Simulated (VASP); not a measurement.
A run of VASP 6.6.1:

INCAR

```
SYSTEM = KBr
ALGO = Normal ; EDIFF = 1E-6
ENCUT = 520 ; GGA = PE
ISIF = 2 ; ISMEAR = -1
LASPH = .True. ; LCHARG = .False.
LREAL = .False. ; LWAVE = .False.
NBANDS = 15 ; NELM = 80
PREC = Accurate ; SIGMA = 0.02
```

Contents of KPOINTS:

```
k-points
0
Gamma
  6 6 6
  0 0 0
```

Contents of POSCAR:

```
KBr
1.0
    0.0000000000      3.6882992926      3.8118573189
    3.6882992926      0.0000000000      3.8118573189
    3.6882992926      3.6882992926      0.0000000000
K Br
1 1
Direct
    0.0000000000      0.0000000000      0.0000000000
    0.2500000000      0.2500000000      0.2500000000
```

Potentials or basis: VASP PAW PBE potentials, release 64 (K_sv, Br).

Launch:

```sh
$ cat potpaw_PBE.64/K_sv/POTCAR potpaw_PBE.64/Br/POTCAR > POTCAR
$ mpirun -np 1 vasp_std > vasp.out
```

Hardware: 1 thread of Intel(R) Xeon(R) Platinum 8481C CPU @ 2.70GHz (Sapphire Rapids), on a shared host.

Question: How long does it take, and how much memory?

Answer: Wall time 19 s on 1 thread of Intel(R) Xeon(R) Platinum 8481C CPU @ 2.70GHz (Sapphire Rapids), on a shared host, peak memory 0.25 GiB. Counts: scf iterations 13, k points 30.
